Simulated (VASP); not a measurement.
Here is a VASP 6.6.1 calculation.

File INCAR:

```
SYSTEM = Ru
ALGO = Fast ; EDIFF = 1E-6
ENCUT = 520 ; GGA = PE
GGA_COMPAT = .FALSE. ; ISIF = 2
ISMEAR = 0 ; LASPH = .TRUE.
LCHARG = .FALSE. ; LMAXMIX = 4
LORBIT = 11 ; LORBMOM = .TRUE.
LREAL = .FALSE. ; LSORBIT = .TRUE.
LWAVE = .FALSE. ; MAGMOM = 0 0 0 0 0 0
NBANDS = 40 ; NELM = 150
PREC = Accurate ; SIGMA = 0.1
```

KPOINTS

```
k-points
0
G
  18 18 10
  0 0 0
```

POSCAR

```
Ru
1.0
    2.7200250913      0.0000000000      0.0000000000
   -1.3600125457      2.3556108280      0.0000000000
    0.0000000000      0.0000000000      4.2967694969
Ru
2
Direct
    0.3333333333      0.6666666667      0.2500000000
    0.6666666667      0.3333333333      0.7500000000
```

Potentials or basis: VASP PAW PBE potentials, release 64 (Ru_pv).

Command:

```sh
$ cat potpaw_PBE.64/Ru_pv/POTCAR > POTCAR
$ mpirun -np 1 vasp_ncl > vasp.out
```

(1) Predict the net moment.

(2) What does it give for the pressure?

## Answers

(1) 0.00 μB per cell.

(2) 0.2 GPa.
